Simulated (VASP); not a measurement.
Runs of VASP 6.6.1 on Na. The structure is that of space group Fd-3m (No. 227), or close to it. The cells are those of the table. 

```csv
task,cell,k mesh,cutoff (eV),gap on the mesh (eV),pressure (GPa)
relaxation of cell and atoms,"relaxed from a = 5.241 Å, angles 60.0°, 2 atoms",8 × 8 × 8,600,none,0.0
single point,"a = 5.492 Å, angles 60.0°, 2 atoms",8 × 8 × 8,520,none,(b)
single point,"a = 5.423 Å, angles 60.0°, 2 atoms",8 × 8 × 8,520,none,-0.1
single point,"a = 5.206 Å, angles 60.0°, 2 atoms",8 × 8 × 8,520,none,(a)
single point,"a = 5.130 Å, angles 60.0°, 2 atoms",8 × 8 × 8,520,none,0.5
single point,"a = 5.353 Å, angles 60.0°, 2 atoms",12 × 12 × 12,520,none,0.0
single point,"a = 5.353 Å, angles 60.0°, 2 atoms",8 × 8 × 8,520,none,0.0
single point,"a = 5.559 Å, angles 60.0°, 2 atoms",8 × 8 × 8,520,none,-0.3
```

Alike in all rows: level PBE; potentials or basis VASP PAW PBE potentials, release 64 (Na_pv); no spin polarisation; smearing fermi-dirac 0.1 eV.

Task: Fill in the values left out.

Result: (a) 0.3; (b) -0.2.

A gap of «none» marks levels without a gap at the run's occupations.
